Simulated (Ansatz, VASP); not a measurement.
SiC in VASP and in Ansatz

```
CELL_PARAMETERS angstrom
0.00000 2.17900 2.17900
2.17900 0.00000 2.17900
2.17900 2.17900 0.00000
ATOMIC_POSITIONS crystal
Si 0.00000 0.00000 0.00000
C 0.75000 0.75000 0.75000
```

Alike in both runs: task single point; functional PBEsol; k mesh 7 × 7 × 7; no spin polarisation.

|  | VASP | Ansatz |
| --- | --- | --- |
| version | VASP 6.6.1 | Ansatz 0.2.0 |
| potentials or method | VASP PAW PBE potentials, release 64 (Si, C), cutoff 600 eV | all-electron (LAPW or listed datasets) |
| occupations | gaussian, width 0.01 eV | fixed |

Ansatz gave:

```
gap on the k mesh at the Fermi level (eV) : 1.48
```

Q: What did VASP give for the same quantities?

A: gap on the k mesh at the Fermi level (eV): 1.47.

VASP's potentials were made for PBE, not for PBEsol. Ansatz ran all-electron here, and VASP with PAW potentials.
